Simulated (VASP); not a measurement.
AlN:

```
Al N
1.0
     3.11381    0.00000    0.00000
    -1.55691    2.69664    0.00000
     0.00000    0.00000    4.98339
Al N
2 2
Direct
  0.33333 0.66667 0.99900
  0.66667 0.33333 0.49900
  0.33333 0.66667 0.38100
  0.66667 0.33333 0.88100
```

Program: VASP 6.6.1. Alike in all runs: task single point; no spin polarisation; cell as given.

Problem. Order these runs on this cell by their pressure, lowest first.
A. level HSE06; potentials or basis VASP PAW PBE potentials, release 64 (Al, N); k mesh 6 × 6 × 4; cutoff (eV) 520; smearing gaussian 0.01 eV; grid for exact exchange (PRECFOCK) Normal; screening parameter 0.2079 1/Å
B. level PBEsol; potentials or basis VASP PAW PBE potentials, release 64 (Al, N); k mesh 6 × 6 × 4; cutoff (eV) 600; smearing gaussian 0.02 eV
C. level LDA; potentials or basis VASP PAW LDA potentials, release 64 (Al, N); k mesh 9 × 9 × 6; cutoff (eV) 520; smearing gaussian 0.02 eV

Solution. C (-4.4 GPa), A (-2.0 GPa), B (-0.2 GPa).

Caveats: the PAW data sets were made with another functional, which shifts forces and pressure a little (some runs).
